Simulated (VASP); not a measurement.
Runs of VASP 6.6.1 on InSb3. The structure is that of space group R-3m (No. 166), or close to it. The cells are those of the table. 

```csv
cell,gap on the mesh (eV),pressure (GPa)
"a = 4.640 Å, angles 94.0°, 4 atoms",none,5.0
"a = 4.684 Å, angles 92.7°, 4 atoms",none,(a)
"a = 4.637 Å, angles 92.7°, 4 atoms",none,4.5
"a = 4.640 Å, angles 85.8°, 4 atoms",none,(b)
"a = 4.687 Å, angles 94.0°, 4 atoms",none,2.6
```

Alike in all rows: task single point; level PBEsol; potentials or basis VASP PAW PBE potentials, release 64 (In_d, Sb); no spin polarisation; k mesh 8 × 8 × 8; cutoff (eV) 520; smearing gaussian 0.15 eV.

Fill in the values left out.

(a) 2.3; (b) 5.1.

Caveats: the PAW data sets were made with another functional, which shifts forces and pressure a little; spin-orbit coupling is left out, which moves the levels of the heavy elements; the cell stands under pressure (at least some runs).

A k mesh can miss the band edges, and the runs leave out spin-orbit coupling on In, Sb.

A gap of «none» marks levels without a gap at the run's occupations.
